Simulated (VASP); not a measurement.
Wanted: the native input for a VASP 6.6.1 run.

```yaml
Task: single point
Functional: PBE
Potentials_or_basis: VASP PAW PBE potentials, release 64 (C, Al, N)
Cutoff: 520 eV
k_mesh: 1 × 1 × 1, shifted
Occupations: fermi-dirac, width 0.2482 eV
Spin: no spin polarisation
Dipole_correction: no
Mended: yes
Further_INCAR_settings: LREAL = Auto; ALGO = Normal; EDIFF = 1e-06; NBANDS = 56; ISYM = -1
```

The structure of Al7C6N7 lies in POSCAR:

```
Al7C6N7
1.0
    5.8984000000      0.2046430000     -0.2479320000
    0.2046430000      6.1394710000      0.1573230000
   -0.2479320000      0.1573230000      6.0818960000
C Al N
6 7 7
Direct
    0.0433643941      0.3813541655      0.1095703773
    0.7134605966      0.6910901695      0.4258133210
    0.3883087288      0.8610794637      0.9469495294
    0.3887401703      0.1210928988      0.5530259692
   -0.1007345156      0.7878667074      0.3425170598
    0.8118870882      1.0538191025      0.7205060407
    0.3686616789      0.7994448280      0.2810118701
    0.3205718282      0.5831886335      0.7160969259
    0.6625998467      0.0725850033      1.0014114702
    0.8452984959      0.3148278068      0.4398300944
    0.6797120007      0.6374352978     -0.0125399838
    0.4155613188      0.3734822012      0.2977768131
    0.1593545469      1.0004903059      0.7428093073
    0.8871688330      0.8746678742      0.1477473750
    0.7467224307      0.8547593720      0.7730027079
    0.1284820251      0.7647099228      0.4633121557
    0.0920920028      0.2162424087      0.0019197385
    0.5099335475      0.0851259299      0.3934484538
    0.6605639336      0.5214733245      0.5821199819
    0.6515696772      0.3755258079      0.1377930709
```

These files were run (other wordings do the same):

INCAR

```
PREC     = Accurate       # precision mode
ENCUT    = 520            # plane-wave cutoff, eV
EDIFF    = 1E-6           # SCF threshold, eV
ISMEAR   = -1             # smearing method
SIGMA    = 0.2482         # smearing width, eV
LREAL    = Auto         
LASPH    = T              # aspherical terms in the spheres
NELM     = 120            # most SCF steps
ALGO     = Normal         # electronic algorithm
ISIF     = 2              # what is computed and relaxed
LWAVE    = F              # write WAVECAR
LCHARG   = T              # write CHGCAR
GGA      = PE             # functional
LELF     = T              # ELF
LVHAR    = T            
NBANDS   = 56             # bands
ISYM     = -1           
GGA_COMPAT= F
```

KPOINTS

```
explicit points
1
Reciprocal
  0.25000000   0.25000000   0.25000000 1
```

Potentials or basis: VASP PAW PBE potentials, release 64 (C, Al, N).

Run with:

```bash
$ cat potpaw_PBE.64/C/POTCAR potpaw_PBE.64/Al/POTCAR potpaw_PBE.64/N/POTCAR > POTCAR
$ mpirun -np 1 vasp_std > vasp.out
```

It gave:

```yaml
Pressure: 1.8 GPa
Largest_force: 5.818 eV/Å
```

Caveat: the atoms stand as in a frame of molecular dynamics.

It took 48 s on 1 thread of AMD EPYC 7R43 64-Core Processor (Zen 3), with other jobs on the host, peak memory 0.28 GiB.
